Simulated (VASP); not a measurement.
# CdTe (I-4m2) in VASP: further runs

Runs on CdTe. Level: r2SCAN. Tasks: single point.

Program: VASP 6.6.1. These are calculated values, not measurements. Logs are shortened: lines on timing, memory, paths and dates and some standing lists are left out, and cuts for length are marked.

## (1) The cell of the first run

The structure is tetragonal, space group I-4m2 (No. 119). The conventional cell has a = 4.636 Å, b = 4.636 Å, c = 7.129 Å, α = 90.00°, β = 90.00°, γ = 90.00°. Cd (site symmetry -4m2) has 4 Te at 2.92 Å within 3.9 Å. Within 3.9 Å of Te (site symmetry -4m2) lie 4 Cd at 2.92 Å.

## (2) Single point, r2SCAN (strain +0.0875 x Voigt [0, 1, 0, 0, 0, 0])

POSCAR reads:

```
CdTe
1.0
    0.0000000000      3.5647125785      3.2778966239
    3.2778966239      0.0000000000      3.2778966239
    3.2778966239      3.5647125785      0.0000000000
Cd Te
1 1
Direct
    0.0000000000      0.0000000000      0.0000000000
    0.7500000000      0.7500000000      0.7500000000
```

INCAR.step1 reads:

```
PREC     = Accurate       # precision mode
ENCUT    = 520            # plane-wave cutoff, eV
ISMEAR   = 0              # smearing method
SIGMA    = 0.05           # smearing width, eV
LREAL    = F              # projectors in reciprocal space
LASPH    = T              # aspherical terms in the spheres
NELM     = 80             # most SCF steps
NBANDS   = 16             # bands
GGA      = PE             # functional
ALGO     = Normal         # electronic algorithm
EDIFF    = 1E-4           # SCF threshold, eV
LWAVE    = T              # write WAVECAR
LCHARG   = F              # write CHGCAR
```

INCAR.step2 reads:

```
PREC     = Accurate       # precision mode
ENCUT    = 520            # plane-wave cutoff, eV
EDIFF    = 1E-6           # SCF threshold, eV
ISMEAR   = 0              # smearing method
SIGMA    = 0.05           # smearing width, eV
LREAL    = F              # projectors in reciprocal space
LASPH    = T              # aspherical terms in the spheres
NELM     = 80             # most SCF steps
ALGO     = Normal         # electronic algorithm
ISIF     = 2              # what is computed and relaxed
LWAVE    = F              # write WAVECAR
LCHARG   = F              # write CHGCAR
METAGGA  = R2SCAN         # meta-GGA
LMIXTAU  = T            
NBANDS   = 16             # bands
ISTART   = 1
```

KPOINTS reads:

```
Automatic mesh
0
Gamma
  8 8 8
```

Potentials or basis: VASP PAW PBE potentials, release 64 (Cd, Te).

Started as:

```bash
cat potpaw_PBE.64/Cd/POTCAR potpaw_PBE.64/Te/POTCAR > POTCAR
cp INCAR.step1 INCAR
mpirun -np 1 vasp_std > vasp.out
cp INCAR.step2 INCAR
mpirun -np 1 vasp_std > vasp.out
```

OUTCAR:

```text
PREC = Accurate
   ENCUT = 520
   EDIFF = 1E-6
   ISMEAR = 0
   LREAL = F
   LASPH = T
   NELM = 80
   ISIF = 2
   METAGGA = R2SCAN
   ISTART = 1

 ion  position               nearest neighbor table
   1  0.000  0.000  0.000-   2 2.92   2 2.92   2 2.92   2 2.92
   2  0.750  0.750  0.750-   1 2.92   1 2.92   1 2.92   1 2.92

  LATTYP: Found a body centered tetragonal cell.
 ALAT       =     4.6356458616
 C/A-ratio  =     1.5379572491

  Lattice vectors:

 A1 = (   0.0000000000,  -3.5647125785,   3.2778966239)
 A2 = (   0.0000000000,  -3.5647125785,  -3.2778966239)
 A3 = (   3.2778966239,   3.5647125785,   0.0000000000)

Analysis of symmetry for initial positions (statically):
=====================================================================
 Subroutine PRICEL returns:
 Original cell was already a primitive cell.

 Routine SETGRP: Setting up the symmetry group for a
 body centered tetragonal supercell.

 Subroutine GETGRP returns: Found  8 space group operations
 (whereof  8 operations were pure point group operations)
 out of a pool of 16 trial point group operations.

The static configuration has the point symmetry D_2d.

Analysis of symmetry for dynamics (positions and initial velocities):
=====================================================================
 Subroutine PRICEL returns:
 Original cell was already a primitive cell.

 Routine SETGRP: Setting up the symmetry group for a
 body centered tetragonal supercell.

 Subroutine GETGRP returns: Found  8 space group operations
 (whereof  8 operations were pure point group operations)
 out of a pool of 16 trial point group operations.

The dynamic configuration has the point symmetry D_2d.

 Subroutine INISYM returns: Found  8 space group operations
 (whereof  8 operations are pure point group operations),
 and found     1 'primitive' translations

----------------------------------------------------------------------------------------

                                     Primitive cell

  volume of cell :      76.6029

  direct lattice vectors                    reciprocal lattice vectors
     0.000000000  3.564712579  3.277896624    -0.152536842  0.140263763  0.152536842
     3.277896624  0.000000000  3.277896624     0.152536842 -0.140263763  0.152536842
     3.277896624  3.564712579  0.000000000     0.152536842  0.140263763 -0.152536842

  length of vectors
     4.842704001  4.635645862  4.842704001     0.257310901  0.257310901  0.257310901

  position of ions in fractional coordinates (direct lattice)
     0.000000000  0.000000000  0.000000000
     0.750000000  0.750000000  0.750000000

  ion indices of the primitive-cell ions
   primitive index   ion index
                 1           1
                 2           2

----------------------------------------------------------------------------------------

 KPOINTS: Automatic mesh

Automatic generation of k-mesh.
 Grid dimensions read from file:
 generate k-points for:    8    8    8

 Generating k-lattice:

  Cartesian coordinates                     Fractional coordinates (reciprocal lattice)
    -0.019067105  0.017532970  0.019067105     0.125000000  0.000000000  0.000000000
     0.019067105 -0.017532970  0.019067105     0.000000000  0.125000000  0.000000000
     0.019067105  0.017532970 -0.019067105     0.000000000  0.000000000  0.125000000

  Length of vectors
     0.032163863  0.032163863  0.032163863

  Shift w.r.t. Gamma in fractional coordinates (k-lattice)
     0.000000000  0.000000000  0.000000000

 Subroutine IBZKPT returns following result:
 ===========================================

 Found     59 irreducible k-points:

 Following reciprocal coordinates:
            Coordinates               Weight
  0.000000  0.000000  0.000000      1.000000
  0.125000  0.000000  0.000000      8.000000
  0.250000  0.000000  0.000000      8.000000
  0.375000  0.000000  0.000000      8.000000
  0.500000  0.000000  0.000000      4.000000
  0.125000  0.125000  0.000000      4.000000
[... 16 lines left out ...]
  0.250000  0.000000  0.125000      8.000000
  0.375000  0.000000  0.125000      8.000000
 [... further k-points ...]
   k-points           NKPTS =     59   k-points in BZ     NKDIM =     59   number of bands    NBANDS=     16
   number of dos      NEDOS =    301   number of ions     NIONS =      2
   total plane-waves  NPLWV =  46656
   dimension x,y,z NGX =    36 NGY =   36 NGZ =   36
   dimension x,y,z NGXF=    72 NGYF=   72 NGZF=   72
   ions per type =               1   1
   NGX,Y,Z   is equivalent  to a cutoff of  12.36, 12.91, 12.36 a.u.
   NGXF,Y,Z  is equivalent  to a cutoff of  24.72, 25.82, 24.72 a.u.
 SYSTEM =  unknown system
   PREC   = accura    normal or accurate (medium, high low for compatibility)
   ISTART =      1    job   : 0-new  1-cont  2-samecut
   ICHARG =      0    charge: 1-file 2-atom 10-const
   ISPIN  =      1    spin polarized calculation?
   LNONCOLLINEAR =      F non collinear calculations
   LSORBIT =      F    spin-orbit coupling
   LASPH  =      T    aspherical Exc in radial PAW
   ENCUT  =  520.0 eV  38.22 Ry    6.18 a.u.   9.00  8.62  9.00*2*pi/ulx,y,z
   NELM   =     80;   NELMIN=  2; NELMDL=  0     # of ELM steps
   EDIFF  = 0.1E-05   stopping-criterion for ELM
   LREAL  =      F    real-space projection
   EDIFFG = 0.1E-04   stopping-criterion for IOM
   NSW    =      0    number of steps for IOM
   IBRION =     -1    ionic relax: 0-MD 1-quasi-New 2-CG
   NFREE  =      0    steps in history (QN), initial steepest desc. (CG)
   ISIF   =      2    stress and relaxation
   ISYM   =      2    0-nonsym 1-usesym 2-fastsym
   POTIM  = 0.5000    time-step for ionic-motion
   TEBEG  =    0.0;   TEEND  =   0.0 temperature during run
   PSTRESS=    0.0 pullay stress
   NELECT =      18.0000    total number of electrons
   NUPDOWN=      -1.0000    fix difference up-down
   EMIN   =  10.00;   EMAX   =-10.00  energy-range for DOS
   EFERMI =   0.00;   METHOD = LEGACY
   ISMEAR =     0;   SIGMA  =   0.05  broadening in eV -4-tet -1-fermi 0-gaus
   EFERMI_NEDOS =   21; number of points for ismear=-14 and -15
   IALGO  =     38    algorithm
   IMIX   =      4    mixing-type and parameters
     AMIX     =   0.40;   BMIX     =  1.00
     AMIX_MAG =   1.60;   BMIX_MAG =  1.00
  volume/ion in A,a.u.               =      38.30       258.47
  Fermi-wavevector in a.u.,A,eV,Ry     =   1.010223  1.909045 13.885437  1.020551
  Thomas-Fermi vector in A             =   2.143199
   LORBIT       =      0    0 simple, 1 ext, 2 COOP (PROOUT), +10 PAW based schemes
   METAGGA = R2SCAN    functional components
   LHFCALC =     F    Hartree Fock is set to
   AEXX    =    0.0000 exact exchange contribution
   IVDW    =     0    specifies the selected vdW correction
   LEPSILON=     F    determine dielectric tensor
   LRPA    =     F    only Hartree local field effects (RPA)
 non-spin polarized calculation
 Gauss-broadening in eV      SIGMA  =   0.05
  energy-cutoff  :      520.00
  volume of cell :       76.60
 maximum number of plane-waves:      2086
   NGX = 19   NGY = 17   NGZ = 19

 number of electron      17.9999993 magnetization

 Free energy of the ion-electron system (eV)
  ---------------------------------------------------
  ext. energy  EPLUGINS =         0.00000000
  ---------------------------------------------------
  free energy    TOTEN  =       -46.56874093 eV

  energy without entropy =      -46.56874093  energy(sigma->0) =      -46.56874093

 E-fermi :   1.4651     XC(G=0):  -8.5705

 val. band max:        1.1896351137   @ k =   0.0000   0.0000   0.0000
 cond. band min:       1.9579487350   @ k =   0.0000   0.0000   0.0000
 fundamental gap:      0.7683136213
 Fermi energy:         1.4650914018

 k-point     1 :       0.0000    0.0000    0.0000
  band No.  band energies     occupation
      1      -9.7888      2.00000
      2      -7.1507      2.00000
      3      -7.1283      2.00000
      4      -7.1283      2.00000
      5      -6.9410      2.00000
      6      -6.9377      2.00000
[... 8 lines left out ...]
     15      10.0642      0.00000
     16      10.8522      0.00000

 k-point     2 :       0.1250    0.0000    0.0000
  band No.  band energies     occupation
      1      -9.7429      2.00000
      2      -7.1376      2.00000
      3      -7.1203      2.00000
      4      -7.0923      2.00000
      5      -6.9424      2.00000
      6      -6.9362      2.00000
[... 8 lines left out ...]
     15       9.7889      0.00000
     16      10.5003      0.00000

 k-point     3 :       0.2500    0.0000    0.0000
  band No.  band energies     occupation
      1      -9.6326      2.00000
      2      -7.1182      2.00000
      3      -7.1019      2.00000
      4      -6.9743      2.00000
      5      -6.9445      2.00000
      6      -6.9213      2.00000
[... 8 lines left out ...]
     15      10.0776      0.00000
     16      10.1292      0.00000

 k-point     4 :       0.3750    0.0000    0.0000
  band No.  band energies     occupation
      1      -9.5243      2.00000
      2      -7.1032      2.00000
      3      -7.0857      2.00000
      4      -6.9442      2.00000
      5      -6.9316      2.00000
      6      -6.7639      2.00000
[... 8 lines left out ...]
     15      10.5912      0.00000
     16      10.8660      0.00000
[... 324 lines left out ...]
 k-point    22 :       0.1250    0.0000    0.1250
  band No.  band energies     occupation
      1      -9.7332      2.00000
      2      -7.1128      2.00000
      3      -7.1128      2.00000
      4      -7.1058      2.00000
      5      -6.9435      2.00000
      6      -6.9387      2.00000
[... 8 lines left out ...]
     15       9.6869      0.00000
     16      11.3993      0.00000

 k-point    23 :       0.2500    0.0000    0.1250
  band No.  band energies     occupation
      1      -9.6482      2.00000
      2      -7.1071      2.00000
      3      -7.0942      2.00000
      4      -7.0009      2.00000
      5      -6.9460      2.00000
      6      -6.9378      2.00000
[... 8 lines left out ...]
     15      10.6668      0.00000
     16      10.9909      0.00000

 k-point    24 :       0.3750    0.0000    0.1250
  band No.  band energies     occupation
      1      -9.5396      2.00000
      2      -7.0966      2.00000
      3      -7.0768      2.00000
      4      -6.9415      2.00000
      5      -6.9385      2.00000
      6      -6.8179      2.00000
[... 8 lines left out ...]
     15      10.6086      0.00000
     16      11.1468      0.00000

 [... further k-points ...]

------------------------ aborting loop because EDIFF is reached ----------------------------------------

  FORCE on cell =-STRESS in cart. coord.  units (eV):
  Direction    XX          YY          ZZ          XY          YZ          ZX
  --------------------------------------------------------------------------------------
  -------------------------------------------------------------------------------------
  Total       -1.0286736     -1.8887981     -1.0286736      0.0000000     -0.0000000      0.0000000
  in kB      -21.5150905    -39.5049128    -21.5150905      0.0000000     -0.0000000      0.0000000
  external PRESSURE =     -27.5116979 kB  Pullay stress =       0.0000000 kB

 VOLUME and BASIS-vectors are now :
 -----------------------------------------------------------------------------
  energy-cutoff  :      520.00
  volume of cell :       76.60
      direct lattice vectors                 reciprocal lattice vectors
     0.000000000  3.564712579  3.277896624    -0.152536842  0.140263763  0.152536842
     3.277896624  0.000000000  3.277896624     0.152536842 -0.140263763  0.152536842
     3.277896624  3.564712579  0.000000000     0.152536842  0.140263763 -0.152536842

 POSITION                                       TOTAL-FORCE (eV/Angst)
 -----------------------------------------------------------------------------------
      0.00000      0.00000      0.00000        -0.000000      0.000000     -0.000000
      4.91684      5.34707      4.91684         0.000000      0.000000      0.000000
 -----------------------------------------------------------------------------------
    total drift:                                0.000003     -0.000000      0.000003

  FREE ENERGIE OF THE ION-ELECTRON SYSTEM (eV)
  ---------------------------------------------------
  free  energy   TOTEN  =       -46.5687409322 eV

  energy  without entropy=      -46.5687409322  energy(sigma->0) =      -46.56874093
```

It took 4.8 min on 1 thread of Intel Xeon 8259CL, shared host; peak memory 0.27 GiB.

Results:

| Item | Value |
| --- | --- |
| Free energy | -46.5687 eV |
| Pressure | -2.8 GPa |
| Band gap on the k mesh | 0.77 eV |

Levels at points of the mesh, in eV from the valence-band top:
```tsv
k point	band 5	band 6	band 7	band 8	band 9	band 10	band 11	band 12	band 13	band 14
(0.00, 0.00, 0.00)	-8.13	-8.13	-0.29	0.00	0.00	0.77	5.01	5.01	5.07	7.59
(0.50, 0.00, 0.00)	-8.12	-7.85	-3.93	-0.91	-0.52	1.94	5.38	5.76	7.16	8.64
(0.50, 0.50, 0.00)	-8.10	-7.70	-3.75	-1.76	-1.67	2.67	2.93	8.65	8.80	9.12
(0.50, 0.00, 0.50)	-8.12	-7.81	-4.11	-1.39	-1.39	3.23	3.27	8.29	9.09	9.09
```

Caveat: the cell differs from its parent crystal (strain +0.0875 x Voigt [0, 1, 0, 0, 0, 0]); the PAW data sets were made with another functional, which shifts forces and pressure a little; spin-orbit coupling is left out, which moves the levels of the heavy elements.

## (3) Single point, r2SCAN (strain +0.1000 x Voigt [0, 1, 0, 0, 0, 0])

POSCAR reads:

```
CdTe
1.0
    0.0000000000      3.6056862863      3.2778966239
    3.2778966239      0.0000000000      3.2778966239
    3.2778966239      3.6056862863      0.0000000000
Cd Te
1 1
Direct
    0.0000000000      0.0000000000      0.0000000000
    0.7500000000      0.7500000000      0.7500000000
```

INCAR.step1 reads:

```
PREC = Accurate
ENCUT = 520
ISMEAR = 0
SIGMA = 0.05
LREAL = F
LASPH = T
NELM = 100
NBANDS = 16
GGA = PE
ALGO = Normal
EDIFF = 1E-4
LWAVE = T
LCHARG = F
```

INCAR.step2 reads:

```
PREC = Accurate
ENCUT = 520
EDIFF = 1E-6
ISMEAR = 0
SIGMA = 0.05
LREAL = F
LASPH = T
NELM = 100
ALGO = Normal
ISIF = 2
LWAVE = F
LCHARG = F
METAGGA = R2SCAN
LMIXTAU = T
NBANDS = 16
ISTART = 1
```

KPOINTS is that of step 2.

Potentials or basis: VASP PAW PBE potentials, release 64 (Cd, Te).

Started as:

```bash
cat potpaw_PBE.64/Cd/POTCAR potpaw_PBE.64/Te/POTCAR > POTCAR
cp INCAR.step1 INCAR
mpirun -np 1 vasp_std > vasp.out
cp INCAR.step2 INCAR
mpirun -np 1 vasp_std > vasp.out
```

Wall time 4.1 min (1 thread of Intel Xeon 8259CL, shared host); peak memory 0.26 GiB.

The run converged. Its results:

| Quantity | Value |
| --- | --- |
| Free energy | -46.5456 eV |
| Pressure | -3.1 GPa |
| Band gap on the k mesh | 0.71 eV |

Stress tensor (GPa, compression positive):
```
-2.37  0.00  0.00
 0.00 -4.46  0.00
 0.00  0.00 -2.37
```

Levels at points of the mesh, in eV from the valence-band top:
| k point | band 7 | band 8 | band 9 | band 10 | band 11 | band 12 |
| --- | --- | --- | --- | --- | --- | --- |
| (0.00, 0.00, 0.00) | -0.34 | 0.00 | 0.00 | 0.71 | 5.01 | 5.01 |
| (0.50, 0.00, 0.00) | -3.88 | -0.93 | -0.50 | 1.90 | 5.36 | 5.78 |
| (0.50, 0.50, 0.00) | -3.69 | -1.76 | -1.65 | 2.62 | 2.93 | 8.51 |
| (0.50, 0.00, 0.50) | -4.10 | -1.34 | -1.34 | 3.26 | 3.30 | 8.16 |

Caveat: the cell differs from its parent crystal (strain +0.1000 x Voigt [0, 1, 0, 0, 0, 0]); the cell stands under tension; the PAW data sets were made with another functional, which shifts forces and pressure a little; spin-orbit coupling is left out, which moves the levels of the heavy elements.
